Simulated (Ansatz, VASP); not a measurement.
Two plane-wave programs on H

File INCAR:

```
PREC = Accurate
ENCUT = 520
EDIFF = 1E-6
ISMEAR = 0
SIGMA = 0.05
LREAL = False
LASPH = True
NELM = 80
ALGO = Normal
ISIF = 2
LWAVE = False
LCHARG = False
GGA = PE
IVDW = 12
NBANDS = 6
```

File KPOINTS:

```
regular mesh
0
Gamma
  10 10 26
```

The input POSCAR:

```
H
1.0
    2.5833977704      0.0000000000      0.0000000000
    0.0000000000      2.5833977704      0.0000000000
    0.0000000000      0.0000000000      0.9804929200
H
1
Direct
    0.0000000000      0.0000000000      0.5000000000
```

Input for Ansatz:

```yaml
crystal:
  lattice:
    - [2.5833977704, 0.0, 0.0]
    - [0.0, 2.5833977704, 0.0]
    - [0.0, 0.0, 0.98049292]
  atoms:
    - { symbol: H, position: [0.0, 0.0, 0.5] }
basis:
  ecutwfc: 420
kpoints:
  mp_grid: { grid: [10, 10, 26] }
hamiltonian:
  xc: pbe
  dispersion: d3bj
scf:
  occupations: { method: gaussian, width: 0.05 }
output:
  forces: true
  stress: true
  eigenvalues: true
```

Change from the starting cell: strain -0.025 along x and y, +0.000 along z, atoms carried along.

Alike in both runs: task single point; functional PBE; dispersion D3(BJ); k mesh 10 × 10 × 26; occupations gaussian, width 0.05 eV; no spin polarisation.

```csv
,VASP,Ansatz
version,VASP 6.6.1,Ansatz 0.2.0
potentials or method,"VASP PAW PBE potentials, release 64 (H), cutoff 520 eV","scalar-relativistic, plane waves, PAW"
valence electrons in the cell,1,1
```

Ansatz gave:

- gap on the k mesh at the Fermi level (eV): none
- pressure (GPa): 1.6
- traceless stress, the component that is largest in VASP (GPa): 0.51

**Question.** Which values does VASP return?

**Answer.** gap on the k mesh at the Fermi level (eV): none; pressure (GPa): 1.3; traceless stress, the component that is largest in VASP (GPa): 0.50.

A gap of «none» marks a metal or a gap that the smearing closes.
